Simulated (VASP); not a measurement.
# NaF (Fm-3m) in VASP: a series of runs

NaF is run at these levels: PBE; tasks: electric field gradients.

Everything below comes from runs of VASP 6.6.1. Logs are shortened: lines on timing, memory, paths and dates and some standing lists are left out, and cuts for length are marked.

## Step 1: The cell of the first run

Symmetry: Fm-3m, No. 225, cubic system. The conventional cell has a = 4.647 Å, b = 4.647 Å, c = 4.647 Å, α = 90.00°, β = 90.00°, γ = 90.00°. Na (site symmetry m-3m) has 6 F at 2.32 Å within 3.1 Å. F (site symmetry m-3m) has 6 Na at 2.32 Å within 3.1 Å.

## Step 2: Electric field gradients, PBE

File INCAR:

```
SYSTEM = NaF
ALGO = Normal ; EDIFF = 1E-8
ENCUT = 520 ; GGA = PE
ISIF = 2 ; ISMEAR = -1
LASPH = .TRUE. ; LCHARG = .FALSE.
LEFG = .TRUE. ; LREAL = .FALSE.
LWAVE = .FALSE. ; NBANDS = 14
NELM = 60 ; PREC = Accurate
SIGMA = 0.03
```

File KPOINTS:

```
k-points
0
G
  8 8 8
  0 0 0
```

File POSCAR:

```
NaF
1.0
    0.0000000000      2.3233000000      2.3233000000
    2.3233000000      0.0000000000      2.3233000000
    2.3233000000      2.3233000000      0.0000000000
Na F
1 1
Direct
    0.0000000000      0.0000000000      0.0000000000
    0.5000000000      0.5000000000      0.5000000000
```

Potentials or basis: VASP PAW PBE potentials, release 64 (Na_pv, F).

Command:

```
cat potpaw_PBE.64/Na_pv/POTCAR potpaw_PBE.64/F/POTCAR > POTCAR
mpirun -np 1 vasp_std > vasp.out
```

OUTCAR:

```text
SYSTEM = NaF
   EDIFF = 1E-8
   ENCUT = 520
   GGA = PE
   ISIF = 2
   ISMEAR = -1
   LASPH = .TRUE.
   LREAL = .FALSE.
   NELM = 60
   PREC = Accurate

 ion  position               nearest neighbor table
   1  0.000  0.000  0.000-   2 2.32   2 2.32   2 2.32   2 2.32   2 2.32   2 2.32
   2  0.500  0.500  0.500-   1 2.32   1 2.32   1 2.32   1 2.32   1 2.32   1 2.32

  LATTYP: Found a face centered cubic cell.
 ALAT       =     4.6466000000

  Lattice vectors:

 A1 = (   0.0000000000,   2.3233000000,   2.3233000000)
 A2 = (   2.3233000000,   0.0000000000,   2.3233000000)
 A3 = (   2.3233000000,   2.3233000000,   0.0000000000)

Analysis of symmetry for initial positions (statically):
=====================================================================
 Subroutine PRICEL returns:
 Original cell was already a primitive cell.

 Routine SETGRP: Setting up the symmetry group for a
 face centered cubic supercell.

 Subroutine GETGRP returns: Found 48 space group operations
 (whereof 48 operations were pure point group operations)
 out of a pool of 48 trial point group operations.

The static configuration has the point symmetry O_h .

Analysis of symmetry for dynamics (positions and initial velocities):
=====================================================================
 Subroutine PRICEL returns:
 Original cell was already a primitive cell.

 Routine SETGRP: Setting up the symmetry group for a
 face centered cubic supercell.

 Subroutine GETGRP returns: Found 48 space group operations
 (whereof 48 operations were pure point group operations)
 out of a pool of 48 trial point group operations.

The dynamic configuration has the point symmetry O_h .

 Subroutine INISYM returns: Found 48 space group operations
 (whereof 48 operations are pure point group operations),
 and found     1 'primitive' translations

----------------------------------------------------------------------------------------

                                     Primitive cell

  volume of cell :      25.0811

  direct lattice vectors                    reciprocal lattice vectors
     0.000000000  2.323300000  2.323300000    -0.215211122  0.215211122  0.215211122
     2.323300000  0.000000000  2.323300000     0.215211122 -0.215211122  0.215211122
     2.323300000  2.323300000  0.000000000     0.215211122  0.215211122 -0.215211122

  length of vectors
     3.285642369  3.285642369  3.285642369     0.372756598  0.372756598  0.372756598

  position of ions in fractional coordinates (direct lattice)
     0.000000000  0.000000000  0.000000000
     0.500000000  0.500000000  0.500000000

  ion indices of the primitive-cell ions
   primitive index   ion index
                 1           1
                 2           2

----------------------------------------------------------------------------------------

 KPOINTS: k-points

Automatic generation of k-mesh.
 Grid dimensions read from file:
 generate k-points for:    8    8    8

 Generating k-lattice:

  Cartesian coordinates                     Fractional coordinates (reciprocal lattice)
    -0.026901390  0.026901390  0.026901390     0.125000000  0.000000000  0.000000000
     0.026901390 -0.026901390  0.026901390     0.000000000  0.125000000  0.000000000
     0.026901390  0.026901390 -0.026901390     0.000000000  0.000000000  0.125000000

  Length of vectors
     0.046594575  0.046594575  0.046594575

  Shift w.r.t. Gamma in fractional coordinates (k-lattice)
     0.000000000  0.000000000  0.000000000

 Subroutine IBZKPT returns following result:
 ===========================================

 Found     29 irreducible k-points:

 Following reciprocal coordinates:
            Coordinates               Weight
  0.000000  0.000000  0.000000      1.000000
  0.125000  0.000000  0.000000      8.000000
  0.250000  0.000000  0.000000      8.000000
  0.375000  0.000000  0.000000      8.000000
  0.500000  0.000000  0.000000      4.000000
  0.125000  0.125000  0.000000      6.000000
[... 16 lines left out ...]
  0.500000  0.250000  0.125000     48.000000
 -0.375000  0.250000  0.125000     24.000000
 [... further k-points ...]
   k-points           NKPTS =     29   k-points in BZ     NKDIM =     29   number of bands    NBANDS=     14
   number of dos      NEDOS =    301   number of ions     NIONS =      2
   total plane-waves  NPLWV =  13824
   dimension x,y,z NGX =    24 NGY =   24 NGZ =   24
   dimension x,y,z NGXF=    48 NGYF=   48 NGZF=   48
   ions per type =               1   1
   NGX,Y,Z   is equivalent  to a cutoff of  12.14, 12.14, 12.14 a.u.
   NGXF,Y,Z  is equivalent  to a cutoff of  24.29, 24.29, 24.29 a.u.
 SYSTEM =  NaF
   PREC   = accura    normal or accurate (medium, high low for compatibility)
   ISTART =      0    job   : 0-new  1-cont  2-samecut
   ICHARG =      2    charge: 1-file 2-atom 10-const
   ISPIN  =      1    spin polarized calculation?
   LNONCOLLINEAR =      F non collinear calculations
   LSORBIT =      F    spin-orbit coupling
   LASPH  =      T    aspherical Exc in radial PAW
   ENCUT  =  520.0 eV  38.22 Ry    6.18 a.u.   6.11  6.11  6.11*2*pi/ulx,y,z
   NELM   =     60;   NELMIN=  2; NELMDL= -5     # of ELM steps
   EDIFF  = 0.1E-07   stopping-criterion for ELM
   LREAL  =      F    real-space projection
   EDIFFG = 0.1E-06   stopping-criterion for IOM
   NSW    =      0    number of steps for IOM
   IBRION =     -1    ionic relax: 0-MD 1-quasi-New 2-CG
   NFREE  =      0    steps in history (QN), initial steepest desc. (CG)
   ISIF   =      2    stress and relaxation
   ISYM   =      2    0-nonsym 1-usesym 2-fastsym
   POTIM  = 0.5000    time-step for ionic-motion
   TEBEG  =    0.0;   TEEND  =   0.0 temperature during run
   PSTRESS=    0.0 pullay stress
   NELECT =      14.0000    total number of electrons
   NUPDOWN=      -1.0000    fix difference up-down
   EMIN   =  10.00;   EMAX   =-10.00  energy-range for DOS
   EFERMI =   0.00;   METHOD = LEGACY
   ISMEAR =    -1;   SIGMA  =   0.03  broadening in eV -4-tet -1-fermi 0-gaus
   EFERMI_NEDOS =   21; number of points for ismear=-14 and -15
   IALGO  =     38    algorithm
   IMIX   =      4    mixing-type and parameters
     AMIX     =   0.40;   BMIX     =  1.00
     AMIX_MAG =   1.60;   BMIX_MAG =  1.00
  volume/ion in A,a.u.               =      12.54        84.63
  Fermi-wavevector in a.u.,A,eV,Ry     =   1.347935  2.547227 24.720809  1.816928
  Thomas-Fermi vector in A             =   2.475645
   LORBIT       =      0    0 simple, 1 ext, 2 COOP (PROOUT), +10 PAW based schemes
   GGA     = PE    functional components
   LHFCALC =     F    Hartree Fock is set to
   AEXX    =    0.0000 exact exchange contribution
   IVDW    =     0    specifies the selected vdW correction
   LEPSILON=     F    determine dielectric tensor
   LRPA    =     F    only Hartree local field effects (RPA)
 non-spin polarized calculation
  energy-cutoff  :      520.00
  volume of cell :       25.08
 maximum number of plane-waves:       692
   NGX = 13   NGY = 13   NGZ = 13

 number of electron      13.9999982 magnetization

 Free energy of the ion-electron system (eV)
  ---------------------------------------------------
  ext. energy  EPLUGINS =         0.00000000
  ---------------------------------------------------
  free energy    TOTEN  =        -8.56411013 eV

  energy without entropy =       -8.56411013  energy(sigma->0) =       -8.56411013

 E-fermi :  -1.4505     XC(G=0):  -9.1161

 val. band max:       -2.1193643421   @ k =   0.0000   0.0000   0.0000
 cond. band min:       4.1363857744   @ k =   0.0000   0.0000   0.0000
 fundamental gap:      6.2557501164
 Fermi energy:        -1.4504978158

 k-point     1 :       0.0000    0.0000    0.0000
  band No.  band energies     occupation
      1     -21.2784      2.00000
      2     -21.0905      2.00000
      3     -21.0905      2.00000
      4     -21.0905      2.00000
      5      -2.1194      2.00000
      6      -2.1194      2.00000
      7      -2.1194      2.00000
      8       4.1364      0.00000
      9      16.7986      0.00000
     10      16.7986      0.00000
     11      16.7986      0.00000
     12      19.6453      0.00000
     13      21.8118      0.00000
     14      21.8118      0.00000
[... 377 lines left out ...]
      1     -21.7582      2.00000
      2     -21.1434      2.00000
      3     -21.1206      2.00000
      4     -20.4510      2.00000
      5      -3.4123      2.00000
      6      -2.6892      2.00000
      7      -2.4514      2.00000
      8       9.6141      0.00000
      9      10.5311      0.00000
     10      14.9162      0.00000
     11      16.7570      0.00000
     12      19.9481      0.00000
     13      21.0043      0.00000
     14      25.7413      0.00000

 [... further k-points ...]

------------------------ aborting loop because EDIFF is reached ----------------------------------------

  FORCE on cell =-STRESS in cart. coord.  units (eV):
  Direction    XX          YY          ZZ          XY          YZ          ZX
  --------------------------------------------------------------------------------------
  -------------------------------------------------------------------------------------
  Total        0.2473874      0.2473874      0.2473874     -0.0000000     -0.0000000      0.0000000
  in kB       15.8031000     15.8031000     15.8031000     -0.0000000     -0.0000000      0.0000000
  external PRESSURE =      15.8031000 kB  Pullay stress =       0.0000000 kB

 VOLUME and BASIS-vectors are now :
 -----------------------------------------------------------------------------
  energy-cutoff  :      520.00
  volume of cell :       25.08
      direct lattice vectors                 reciprocal lattice vectors
     0.000000000  2.323300000  2.323300000    -0.215211122  0.215211122  0.215211122
     2.323300000  0.000000000  2.323300000     0.215211122 -0.215211122  0.215211122
     2.323300000  2.323300000  0.000000000     0.215211122  0.215211122 -0.215211122

 POSITION                                       TOTAL-FORCE (eV/Angst)
 -----------------------------------------------------------------------------------
      0.00000      0.00000      0.00000         0.000000      0.000000     -0.000000
      2.32330      2.32330      2.32330        -0.000000     -0.000000      0.000000
 -----------------------------------------------------------------------------------
    total drift:                                0.000000     -0.000000      0.000000

  FREE ENERGIE OF THE ION-ELECTRON SYSTEM (eV)
  ---------------------------------------------------
  free  energy   TOTEN  =        -8.5641101269 eV

  energy  without entropy=       -8.5641101269  energy(sigma->0) =       -8.56411013

 Electric field gradients (V/A^2)
---------------------------------------------------------------------
 ion       V_xx      V_yy      V_zz      V_xy      V_xz      V_yz
---------------------------------------------------------------------
   1      -0.000     0.000     0.000    -0.003    -0.003    -0.003
   2      -0.000     0.000     0.000     0.008     0.008     0.008
---------------------------------------------------------------------

 Electric field gradients after diagonalization (V/A^2)
 (convention: |V_zz| > |V_xx| > |V_yy|)
----------------------------------------------------------------------
 ion       V_xx      V_yy      V_zz     asymmetry (V_yy - V_xx)/ V_zz
----------------------------------------------------------------------
   1       0.003     0.003    -0.006       0.000
   2      -0.008    -0.008     0.016       0.000
----------------------------------------------------------------------

           NMR quadrupolar parameters

 Cq : quadrupolar parameter    Cq=e*Q*V_zz/h
 eta: asymmetry parameters     (V_yy - V_xx)/ V_zz
 Q  : nuclear electric quadrupole moment in mb (millibarn)
----------------------------------------------------------------------
 ion       Cq(MHz)       eta       Q (mb)
----------------------------------------------------------------------
   1      -0.000       0.000       1.000
   2       0.000       0.000       1.000
----------------------------------------------------------------------
```

Wall time 5.3 s (1 thread of AMD EPYC 9R45 (Zen 5), shared host); peak memory 0.1 GiB.

Results:

- Free energy: -8.5641 eV
- Pressure: 1.6 GPa
- Band gap on the k mesh: 6.26 eV, direct

Caveat: without QUAD_EFG the Cq values of the log hold for a quadrupole moment of 1 mb, not for the nuclei.

## Step 3: Electric field gradients, PBE

File INCAR:

```
PREC     = Accurate       # precision mode
ENCUT    = 520            # plane-wave cutoff, eV
EDIFF    = 1E-8           # SCF threshold, eV
ISMEAR   = -1             # smearing method
SIGMA    = 0.03           # smearing width, eV
LREAL    = False          # projectors in reciprocal space
LASPH    = True           # aspherical terms in the spheres
NELM     = 60             # most SCF steps
ALGO     = Normal         # electronic algorithm
ISIF     = 2              # what is computed and relaxed
LWAVE    = False          # write WAVECAR
LCHARG   = False          # write CHGCAR
GGA      = PE             # functional
LEFG     = True         
NBANDS   = 14             # bands
```

File KPOINTS:

```
Automatic mesh
0
Gamma
  15 15 15
```

POSCAR is that of step 2.

Potentials or basis: VASP PAW PBE potentials, release 64 (Na_pv, F).

Command:

```
cat potpaw_PBE.64/Na_pv/POTCAR potpaw_PBE.64/F/POTCAR > POTCAR
mpirun -np 1 vasp_std > vasp.out
```

OUTCAR:

```text
PREC = Accurate
   ENCUT = 520
   EDIFF = 1E-8
   ISMEAR = -1
   LREAL = False
   LASPH = True
   NELM = 60
   ISIF = 2
   GGA = PE

 ion  position               nearest neighbor table
   1  0.000  0.000  0.000-   2 2.32   2 2.32   2 2.32   2 2.32   2 2.32   2 2.32
   2  0.500  0.500  0.500-   1 2.32   1 2.32   1 2.32   1 2.32   1 2.32   1 2.32

  LATTYP: Found a face centered cubic cell.
 ALAT       =     4.6466000000

  Lattice vectors:

 A1 = (   0.0000000000,   2.3233000000,   2.3233000000)
 A2 = (   2.3233000000,   0.0000000000,   2.3233000000)
 A3 = (   2.3233000000,   2.3233000000,   0.0000000000)

Analysis of symmetry for initial positions (statically):
[... 617 lines left out ...]
  free  energy   TOTEN  =        -8.5641256965 eV

  energy  without entropy=       -8.5641256965  energy(sigma->0) =       -8.56412570

 Electric field gradients (V/A^2)
---------------------------------------------------------------------
 ion       V_xx      V_yy      V_zz      V_xy      V_xz      V_yz
---------------------------------------------------------------------
   1       0.000     0.000    -0.000    -0.003    -0.003    -0.003
   2      -0.000     0.000     0.000     0.008     0.008     0.008
---------------------------------------------------------------------

 Electric field gradients after diagonalization (V/A^2)
 (convention: |V_zz| > |V_xx| > |V_yy|)
----------------------------------------------------------------------
 ion       V_xx      V_yy      V_zz     asymmetry (V_yy - V_xx)/ V_zz
----------------------------------------------------------------------
   1       0.003     0.003    -0.006       0.000
   2      -0.008    -0.008     0.016       0.000
----------------------------------------------------------------------

           NMR quadrupolar parameters

 Cq : quadrupolar parameter    Cq=e*Q*V_zz/h
 eta: asymmetry parameters     (V_yy - V_xx)/ V_zz
 Q  : nuclear electric quadrupole moment in mb (millibarn)
----------------------------------------------------------------------
 ion       Cq(MHz)       eta       Q (mb)
----------------------------------------------------------------------
   1      -0.000       0.000       1.000
   2       0.000       0.000       1.000
----------------------------------------------------------------------
```

OSZICAR:

```text
N       E                     dE             d eps       ncg     rms          rms(c)
DAV:   1     0.108111828365E+03    0.10811E+03   -0.77984E+03  3416   0.123E+03
DAV:   2    -0.405001777395E+01   -0.11216E+03   -0.10402E+03  3720   0.336E+02
DAV:   3    -0.941752368630E+01   -0.53675E+01   -0.53580E+01  4182   0.682E+01
DAV:   4    -0.946059940335E+01   -0.43076E-01   -0.43074E-01  3744   0.656E+00
DAV:   5    -0.946104027225E+01   -0.44087E-03   -0.44087E-03  4230   0.658E-01    0.542E+00
DAV:   6    -0.857193642331E+01    0.88910E+00   -0.31046E+00  4028   0.147E+01    0.182E+00
DAV:   7    -0.856209152162E+01    0.98449E-02   -0.31710E-02  3456   0.206E+00    0.106E+00
DAV:   8    -0.856357099568E+01   -0.14795E-02   -0.29089E-02  3630   0.339E+00    0.152E-01
DAV:   9    -0.856425527409E+01   -0.68428E-03   -0.44543E-03  4224   0.622E-01    0.129E-01
DAV:  10    -0.856412788101E+01    0.12739E-03   -0.86079E-04  3690   0.344E-01    0.170E-02
DAV:  11    -0.856412554670E+01    0.23343E-05   -0.30982E-05  4026   0.749E-02    0.307E-03
DAV:  12    -0.856412590491E+01   -0.35821E-06   -0.15614E-06  3762   0.143E-02    0.209E-03
DAV:  13    -0.856412574668E+01    0.15823E-06   -0.33480E-07  3702   0.488E-03    0.662E-04
DAV:  14    -0.856412568755E+01    0.59134E-07   -0.36347E-08  4128   0.255E-03    0.692E-05
DAV:  15    -0.856412569826E+01   -0.10710E-07   -0.21677E-09  2178   0.433E-04    0.536E-05
DAV:  16    -0.856412569651E+01    0.17449E-08   -0.27471E-10  1890   0.182E-04
   1 F= -.85641257E+01 E0= -.85641257E+01  d E =-.624505E-11
```

It took 19 s on 1 thread of AMD EPYC 9R45 (Zen 5), shared host; peak memory 0.13 GiB.

What came out:

```
Free energy            : -8.5641 eV
Pressure               : 1.6 GPa
Band gap on the k mesh : 6.26 eV, direct
```

Levels at points of the mesh, in eV from the valence-band top:
| k point | band 5 | band 6 | band 7 | band 8 | band 9 | band 10 |
| --- | --- | --- | --- | --- | --- | --- |
| (0.00, 0.00, 0.00) | 0.00 | 0.00 | 0.00 | 6.26 | 18.92 | 18.92 |

Caveat: without QUAD_EFG the Cq values of the log hold for a quadrupole moment of 1 mb, not for the nuclei. A k mesh can miss the band edges.
